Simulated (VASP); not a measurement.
# ZnAg3 (I4/mmm) in VASP: a series of runs

Runs on ZnAg3. Level: LDA. Tasks: single point.

Everything below comes from runs of VASP 6.6.1. Logs are shortened: lines on timing, memory, paths and dates and some standing lists are left out, and cuts for length are marked.

## 1. The cell of the first run

It takes space group I4/mmm (No. 139, tetragonal). Conventional cell: a = 4.027 Å, b = 4.027 Å, c = 8.144 Å, α = 90.00°, β = 90.00°, γ = 90.00°. Within 3.8 Å of Zn (site symmetry 4/mmm) lie 12 Ag at 2.85 to 2.86 Å. Within 3.8 Å of Ag (site symmetry -4m2) lie 8 Ag at 2.85 to 2.86 Å and 4 Zn at 2.86 Å. Ag (site symmetry 4/mmm) has 4 Zn at 2.85 Å and 8 Ag at 2.86 Å within 3.8 Å.

## 2. Single point, LDA

Contents of INCAR:

```
SYSTEM = ZnAg3
PREC = Accurate ; ENCUT = 520
EDIFF = 1E-6 ; ISMEAR = -1
SIGMA = 0.1 ; LREAL = .FALSE.
LASPH = .TRUE. ; NELM = 100
ALGO = Normal ; ISIF = 2
LWAVE = .FALSE. ; LCHARG = .TRUE.
GGA = CA ; LELF = .TRUE.
LVHAR = .TRUE. ; NBANDS = 30
```

Contents of KPOINTS:

```
regular mesh
0
G
  9 9 9
  0 0 0
```

Contents of POSCAR:

```
ZnAg3
1.0
   -2.0133891200      2.0133891200      4.0720367700
    2.0133891200     -2.0133891200      4.0720367700
    2.0133891200      2.0133891200     -4.0720367700
Zn Ag
1 3
Direct
    0.0000000000      0.0000000000      0.0000000000
    0.7500000000      0.2500000000      0.5000000000
    0.2500000000      0.7500000000      0.5000000000
    0.5000000000      0.5000000000      0.0000000000
```

Potentials or basis: VASP PAW LDA potentials, release 64 (Zn, Ag).

Started as:

```
> cat potpaw_LDA.64/Zn/POTCAR potpaw_LDA.64/Ag/POTCAR > POTCAR
> mpirun -np 1 vasp_std > vasp.out
```

OUTCAR:

```text
SYSTEM = ZnAg3
   PREC = Accurate
   ENCUT = 520
   EDIFF = 1E-6
   ISMEAR = -1
   LREAL = .FALSE.
   LASPH = .TRUE.
   NELM = 100
   ISIF = 2
   GGA = CA

 ion  position               nearest neighbor table
   1  0.000  0.000  0.000-   4 2.85   4 2.85   4 2.85   4 2.85   3 2.86   2 2.86   3 2.86   2 2.86
                             2 2.86   2 2.86   3 2.86   3 2.86
   2  0.750  0.250  0.500-   3 2.85   3 2.85   3 2.85   3 2.85   4 2.86   1 2.86   4 2.86   1 2.86
                             4 2.86   4 2.86   1 2.86   1 2.86
   3  0.250  0.750  0.500-   2 2.85   2 2.85   2 2.85   2 2.85   4 2.86   1 2.86   4 2.86   1 2.86
                             1 2.86   1 2.86   4 2.86   4 2.86
   4  0.500  0.500  0.000-   1 2.85   1 2.85   1 2.85   1 2.85   3 2.86   2 2.86   3 2.86   2 2.86
                             3 2.86   3 2.86   2 2.86   2 2.86

  LATTYP: Found a body centered tetragonal cell.
 ALAT       =     4.0267782400
 C/A-ratio  =     2.0224787795

  Lattice vectors:

 A1 = (  -2.0133891200,   2.0133891200,   4.0720367700)
 A2 = (   2.0133891200,  -2.0133891200,   4.0720367700)
 A3 = (   2.0133891200,   2.0133891200,  -4.0720367700)

Analysis of symmetry for initial positions (statically):
=====================================================================
 Subroutine PRICEL returns:
 Original cell was already a primitive cell.

 Routine SETGRP: Setting up the symmetry group for a
 body centered tetragonal supercell.

 Subroutine GETGRP returns: Found 16 space group operations
 (whereof 16 operations were pure point group operations)
 out of a pool of 16 trial point group operations.

The static configuration has the point symmetry D_4h.

Analysis of symmetry for dynamics (positions and initial velocities):
=====================================================================
 Subroutine PRICEL returns:
 Original cell was already a primitive cell.

 Routine SETGRP: Setting up the symmetry group for a
 body centered tetragonal supercell.

 Subroutine GETGRP returns: Found 16 space group operations
 (whereof 16 operations were pure point group operations)
 out of a pool of 16 trial point group operations.

The dynamic configuration has the point symmetry D_4h.

 Subroutine INISYM returns: Found 16 space group operations
 (whereof 16 operations are pure point group operations),
 and found     1 'primitive' translations

----------------------------------------------------------------------------------------

                                     Primitive cell

  volume of cell :      66.0278

  direct lattice vectors                    reciprocal lattice vectors
    -2.013389120  2.013389120  4.072036770     0.000000000  0.248337490  0.122788675
     2.013389120 -2.013389120  4.072036770     0.248337490  0.000000000  0.122788675
     2.013389120  2.013389120 -4.072036770     0.248337490  0.248337490  0.000000000

  length of vectors
     4.968798140  4.968798140  4.968798140     0.277035318  0.277035318  0.351202246

  position of ions in fractional coordinates (direct lattice)
     0.000000000  0.000000000  0.000000000
     0.750000000  0.250000000  0.500000000
     0.250000000  0.750000000  0.500000000
     0.500000000  0.500000000  0.000000000

  ion indices of the primitive-cell ions
   primitive index   ion index
                 1           1
                 2           2
                 3           3
                 4           4

----------------------------------------------------------------------------------------

 KPOINTS: regular mesh

Automatic generation of k-mesh.
 Grid dimensions read from file:
 generate k-points for:    9    9    9

 Generating k-lattice:

  Cartesian coordinates                     Fractional coordinates (reciprocal lattice)
     0.000000000  0.027593054  0.013643186     0.111111111  0.000000000  0.000000000
     0.027593054  0.000000000  0.013643186     0.000000000  0.111111111  0.000000000
     0.027593054  0.027593054  0.000000000     0.000000000  0.000000000  0.111111111

  Length of vectors
     0.030781702  0.030781702  0.039022472

  Shift w.r.t. Gamma in fractional coordinates (k-lattice)
     0.000000000  0.000000000  0.000000000

 Subroutine IBZKPT returns following result:
 ===========================================

 Found     75 irreducible k-points:

 Following reciprocal coordinates:
            Coordinates               Weight
  0.000000  0.000000  0.000000      1.000000
  0.111111  0.000000  0.000000      8.000000
  0.222222  0.000000  0.000000      8.000000
  0.333333  0.000000  0.000000      8.000000
  0.444444  0.000000  0.000000      8.000000
  0.111111  0.111111  0.000000      8.000000
[... 16 lines left out ...]
 -0.333333  0.333333  0.000000      4.000000
  0.444444  0.444444  0.000000      8.000000
 [... further k-points ...]
   k-points           NKPTS =     75   k-points in BZ     NKDIM =     75   number of bands    NBANDS=     30
   number of dos      NEDOS =    301   number of ions     NIONS =      4
   total plane-waves  NPLWV =  64000
   dimension x,y,z NGX =    40 NGY =   40 NGZ =   40
   dimension x,y,z NGXF=    80 NGYF=   80 NGZF=   80
   ions per type =               1   3
   NGX,Y,Z   is equivalent  to a cutoff of  13.38, 13.38, 13.38 a.u.
   NGXF,Y,Z  is equivalent  to a cutoff of  26.77, 26.77, 26.77 a.u.
 SYSTEM =  ZnAg3
   PREC   = accura    normal or accurate (medium, high low for compatibility)
   ISTART =      0    job   : 0-new  1-cont  2-samecut
   ICHARG =      2    charge: 1-file 2-atom 10-const
   ISPIN  =      1    spin polarized calculation?
   LNONCOLLINEAR =      F non collinear calculations
   LSORBIT =      F    spin-orbit coupling
   LASPH  =      T    aspherical Exc in radial PAW
   ENCUT  =  520.0 eV  38.22 Ry    6.18 a.u.   9.24  9.24  9.24*2*pi/ulx,y,z
   NELM   =    100;   NELMIN=  2; NELMDL= -5     # of ELM steps
   EDIFF  = 0.1E-05   stopping-criterion for ELM
   LREAL  =      F    real-space projection
[... 7 lines left out ...]
   TEBEG  =    0.0;   TEEND  =   0.0 temperature during run
   PSTRESS=    0.0 pullay stress
   NELECT =      45.0000    total number of electrons
   NUPDOWN=      -1.0000    fix difference up-down
   EMIN   =  10.00;   EMAX   =-10.00  energy-range for DOS
   EFERMI =   0.00;   METHOD = LEGACY
   ISMEAR =    -1;   SIGMA  =   0.10  broadening in eV -4-tet -1-fermi 0-gaus
   EFERMI_NEDOS =   21; number of points for ismear=-14 and -15
   IALGO  =     38    algorithm
   IMIX   =      4    mixing-type and parameters
     AMIX     =   0.40;   BMIX     =  1.00
     AMIX_MAG =   1.60;   BMIX_MAG =  1.00
  volume/ion in A,a.u.               =      16.51       111.39
  Fermi-wavevector in a.u.,A,eV,Ry     =   1.440688  2.722506 28.240010  2.075582
  Thomas-Fermi vector in A             =   2.559404
   LORBIT       =      0    0 simple, 1 ext, 2 COOP (PROOUT), +10 PAW based schemes
   GGA     = CA    functional components
   LHFCALC =     F    Hartree Fock is set to
   AEXX    =    0.0000 exact exchange contribution
   IVDW    =     0    specifies the selected vdW correction
   LEPSILON=     F    determine dielectric tensor
   LRPA    =     F    only Hartree local field effects (RPA)
 non-spin polarized calculation
  energy-cutoff  :      520.00
  volume of cell :       66.03
 maximum number of plane-waves:      1807
 NGX is ok and might be reduce to    40
   NGX = 19   NGY = 19   NGZ = 19

 number of electron      44.9999999 magnetization

 Free energy of the ion-electron system (eV)
  ---------------------------------------------------
  ext. energy  EPLUGINS =         0.00000000
  ---------------------------------------------------
  free energy    TOTEN  =       -13.26860927 eV

  energy without entropy =      -13.22768864  energy(sigma->0) =      -13.24814896

 E-fermi :   7.1169     XC(G=0): -12.4584

 val. band max:        7.1167314652   @ k =   0.2222   0.2222   0.0000
 cond. band min:       7.1780273440   @ k =   0.3333   0.2222   0.1111
 fundamental gap:      0.0612958787
 Fermi energy:         7.1169098915

 k-point     1 :       0.0000    0.0000    0.0000
  band No.  band energies     occupation
      1      -1.5373      2.00000
      2      -0.4226      2.00000
      3      -0.4057      2.00000
      4      -0.3099      2.00000
      5      -0.1916      2.00000
      6      -0.1916      2.00000
[... 22 lines left out ...]
     29      13.9657      0.00000
     30      14.2859      0.00000

 k-point     2 :       0.1111    0.0000    0.0000
  band No.  band energies     occupation
      1      -1.3793      2.00000
      2      -0.3908      2.00000
      3      -0.3797      2.00000
      4      -0.2972      2.00000
      5      -0.2009      2.00000
      6      -0.1974      2.00000
[... 22 lines left out ...]
     29      14.4996      0.00000
     30      14.9070      0.00000

 k-point     3 :       0.2222    0.0000    0.0000
  band No.  band energies     occupation
      1      -0.9285      2.00000
      2      -0.3207      2.00000
      3      -0.3130      2.00000
      4      -0.2604      2.00000
      5      -0.2106      2.00000
      6      -0.2105      2.00000
[... 22 lines left out ...]
     29      15.1559      0.00000
     30      15.8285      0.00000

 k-point     4 :       0.3333    0.0000    0.0000
  band No.  band energies     occupation
      1      -0.3723      2.00000
      2      -0.2503      2.00000
      3      -0.2418      2.00000
      4      -0.2162      2.00000
      5      -0.1879      2.00000
      6      -0.1105      2.00000
[... 616 lines left out ...]
     29      16.6368      0.00000
     30      18.4613      0.00000

 k-point    23 :      -0.3333    0.3333    0.0000
  band No.  band energies     occupation
      1      -0.3593      2.00000
      2      -0.3362      2.00000
      3      -0.1837      2.00000
      4      -0.1714      2.00000
      5      -0.1151      2.00000
      6       0.2312      2.00000
[... 22 lines left out ...]
     29      18.5700      0.00000
     30      18.8168      0.00000

 k-point    24 :       0.4444    0.4444    0.0000
  band No.  band energies     occupation
      1      -0.4377      2.00000
      2      -0.4084      2.00000
      3      -0.2143      2.00000
      4      -0.1468      2.00000
      5      -0.0803      2.00000
      6       0.3203      2.00000
[... 22 lines left out ...]
     29      16.0238      0.00000
     30      16.5207      0.00000

 [... further k-points ...]

------------------------ aborting loop because EDIFF is reached ----------------------------------------

  FORCE on cell =-STRESS in cart. coord.  units (eV):
  Direction    XX          YY          ZZ          XY          YZ          ZX
  --------------------------------------------------------------------------------------
  -------------------------------------------------------------------------------------
  Total       -3.0527779     -3.0527779     -3.2540532      0.0000000     -0.0000000      0.0000000
  in kB      -74.0761955    -74.0761955    -78.9601782      0.0000000     -0.0000000      0.0000000
  external PRESSURE =     -75.7041897 kB  Pullay stress =       0.0000000 kB

 VOLUME and BASIS-vectors are now :
 -----------------------------------------------------------------------------
  energy-cutoff  :      520.00
  volume of cell :       66.03
      direct lattice vectors                 reciprocal lattice vectors
    -2.013389120  2.013389120  4.072036770     0.000000000  0.248337490  0.122788675
     2.013389120 -2.013389120  4.072036770     0.248337490  0.000000000  0.122788675
     2.013389120  2.013389120 -4.072036770     0.248337490  0.248337490  0.000000000

 POSITION                                       TOTAL-FORCE (eV/Angst)
 -----------------------------------------------------------------------------------
      0.00000      0.00000      0.00000         0.000000     -0.000000      0.000000
     -0.00000      2.01339      2.03602        -0.000000     -0.000000      0.000000
      2.01339     -0.00000      2.03602        -0.000000      0.000000     -0.000000
      0.00000      0.00000      4.07204         0.000000     -0.000000      0.000000
 -----------------------------------------------------------------------------------
    total drift:                               -0.000000     -0.000000      0.000000

  FREE ENERGIE OF THE ION-ELECTRON SYSTEM (eV)
  ---------------------------------------------------
  free  energy   TOTEN  =       -13.2686092729 eV

  energy  without entropy=      -13.2276886402  energy(sigma->0) =      -13.24814896
```

It used 660 s of CPU time on 1 thread of AMD EPYC 7R13 Processor (Zen 3), on a shared host.

Results:

| Quantity | Value |
| --- | --- |
| Free energy | -13.2686 eV |
| Pressure | -7.6 GPa |

## 3. Single point, LDA

Contents of INCAR:

```
PREC = Accurate ; ENCUT = 520
EDIFF = 1E-7 ; ISMEAR = -1
SIGMA = 0.1 ; LREAL = False
LASPH = True ; NELM = 100
ALGO = Normal ; ISIF = 2
LWAVE = False ; LCHARG = False
NBANDS = 30
```

Contents of KPOINTS:

```
regular mesh
0
Gamma
  9 9 9
```

POSCAR is that of step 2.

Potentials or basis: VASP PAW LDA potentials, release 64 (Zn, Ag).

Started as:

```
> cat potpaw_LDA.64/Zn/POTCAR potpaw_LDA.64/Ag/POTCAR > POTCAR
> mpirun -np 1 vasp_std > vasp.out
```

Wall time 7.9 min (1 thread of AMD EPYC 7R13 (Zen 3), shared host); peak memory 0.24 GiB.

The run converged. Its results:

```
Free energy : -13.2686 eV
Pressure    : -7.6 GPa
```

Stress tensor (GPa, compression positive):
```
-7.42  0.00  0.00
 0.00 -7.42  0.00
 0.00  0.00 -7.91
```

Levels at points of the mesh, in eV from the Fermi level:
```
           k point  band 21  band 22  band 23  band 24  band 25  band 26
(0.00, 0.00, 0.00)    -2.88     0.60     3.99     4.52     4.52     5.15
```
